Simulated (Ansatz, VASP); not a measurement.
**BN in VASP and in Ansatz**

The input POSCAR:

```
BN
1.0
    2.4882474397      0.0027782320     -0.2444864326
   -1.2344750660      2.1604234412      0.2445297637
   -0.9249797325     -0.9087842203      3.3134103186
B N
1 1
Direct
    0.9910320811      0.9914197586     -0.0061621998
    0.6571169189      0.3244642414      0.9929671998
```

File INCAR.step1:

```
PREC     = Accurate       # precision mode
ENCUT    = 520            # plane-wave cutoff, eV
EDIFF    = 1E-5           # SCF threshold, eV
ISMEAR   = 0              # smearing method
SIGMA    = 0.05           # smearing width, eV
LREAL    = False          # projectors in reciprocal space
LASPH    = True           # aspherical terms in the spheres
NELM     = 120            # most SCF steps
ALGO     = Normal         # electronic algorithm
ISIF     = 2              # what is computed and relaxed
LWAVE    = True           # write WAVECAR
GGA      = PE             # functional
NBANDS   = 11             # bands
GGA_COMPAT= False
```

INCAR.step2

```
PREC     = Accurate       # precision mode
ENCUT    = 520            # plane-wave cutoff, eV
EDIFF    = 1E-6           # SCF threshold, eV
ISMEAR   = 0              # smearing method
SIGMA    = 0.05           # smearing width, eV
LREAL    = False          # projectors in reciprocal space
LASPH    = True           # aspherical terms in the spheres
NELM     = 120            # most SCF steps
ALGO     = Normal         # electronic algorithm
ISIF     = 2              # what is computed and relaxed
LWAVE    = False          # write WAVECAR
LCHARG   = True           # write CHGCAR
GGA      = PE             # functional
LHFCALC  = True           # exact exchange
HFSCREEN = 0.2079         # screening, 1/A
PRECFOCK = Normal       
LELF     = True           # ELF
LVHAR    = True         
ISTART   = 1            
NBANDS   = 11             # bands
GGA_COMPAT= False
```

Contents of KPOINTS:

```
Automatic mesh
0
Gamma
  6 6 6
```

Input for Ansatz:

```yaml
crystal:
  lattice:
    - [2.4882474397, 0.002778232, -0.2444864326]
    - [-1.234475066, 2.1604234412, 0.2445297637]
    - [-0.9249797325, -0.9087842203, 3.3134103186]
  atoms:
    - { symbol: B, position: [0.9910320811, 0.9914197586, -0.0061621998] }
    - { symbol: "N", position: [0.6571169189, 0.3244642414, 0.9929671998] }
kpoints:
  mp_grid: { grid: [6, 6, 6] }
hamiltonian:
  xc: hse06
scf:
  occupations: { method: gaussian, width: 0.05 }
  n_extra_bands: 4
output:
  forces: true
  stress: true
  eigenvalues: true
```

Alike in both runs: task single point; functional HSE06; k mesh 6 × 6 × 6; occupations gaussian, width 0.05 eV; no spin polarisation.

|  | VASP | Ansatz |
| --- | --- | --- |
| version | VASP 6.6.1 | Ansatz 0.2.0 |
| potentials or method | VASP PAW PBE potentials, release 64 (B, N) | plane waves |
| plane-wave cutoff (eV) | 520 | 420 |
| valence electrons in the cell | 8 | 8 |

|  | VASP | Ansatz | Ansatz less VASP |
| --- | --- | --- | --- |
| gap on the k mesh at the Fermi level (eV) | 5.48 | 5.49 | +0.009 |
| pressure (GPa) | -0.3 | -0.5 | -0.23 |
| traceless stress, the component that is largest in VASP (GPa) | 3.15 | 3.53 | +0.387 |

With one functional, cell and mesh, what is left measures potentials, basis and numerics. Ansatz's warnings: near symmetry operations not taken, stress exchange threshold loose, stress scf threshold loose.

The k mesh is coarse, so the values compare programs but aren't converged.
